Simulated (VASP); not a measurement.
A run of VASP 6.6.1:

The input INCAR:

```
SYSTEM = Sb2Se5
PREC     = Accurate       ! precision mode
ENCUT    = 520            ! plane-wave cutoff, eV
EDIFF    = 1E-6           ! SCF threshold, eV
ISMEAR   = 0              ! smearing method
SIGMA    = 0.1            ! smearing width, eV
LREAL    = .False.        ! projectors in reciprocal space
LASPH    = .True.         ! aspherical terms in the spheres
NELM     = 100            ! most SCF steps
ALGO     = Normal         ! electronic algorithm
ISIF     = 2              ! what is computed and relaxed
LWAVE    = .False.        ! write WAVECAR
LCHARG   = .True.         ! write CHGCAR
GGA      = PE             ! functional
LELF     = .True.         ! ELF
LVHAR    = .True.       
NBANDS   = 29             ! bands
```

Contents of KPOINTS:

```
Automatic mesh
0
Gamma
  4 4 4
  0 0 0
```

File POSCAR:

```
Sb2Se5
1.0
   -3.7310657199      3.7310657199      4.4076907085
    3.7310657199     -3.7310657199      4.4076907085
    3.7310657199      3.7310657199     -4.4076907085
Sb Se
2 5
Direct
    0.1814863600      0.1814863600      0.0000000000
    0.8185136400      0.8185136400      0.0000000000
    0.5000000000      0.5000000000      0.5000000000
    0.0000000000      0.0000000000      0.5000000000
    0.5000000000      0.0000000000      0.0000000000
    0.0000000000      0.5000000000      0.0000000000
    0.5000000000      0.5000000000      0.0000000000
```

Potentials or basis: VASP PAW PBE potentials, release 64 (Sb, Se).

Command:

```bash
$ cat potpaw_PBE.64/Sb/POTCAR potpaw_PBE.64/Se/POTCAR > POTCAR
$ mpirun -np 1 vasp_std > vasp.out
```

Hardware: 1 thread of AMD EPYC 9R45 96-Core Processor (Zen 5), with other jobs on the host.

Task: How long does it take, and how much memory?

Result: Run time: 64 s on 1 thread of AMD EPYC 9R45 96-Core Processor (Zen 5) (shared host), peak memory 0.38 GiB. Counts: scf iterations 14, k points 13.
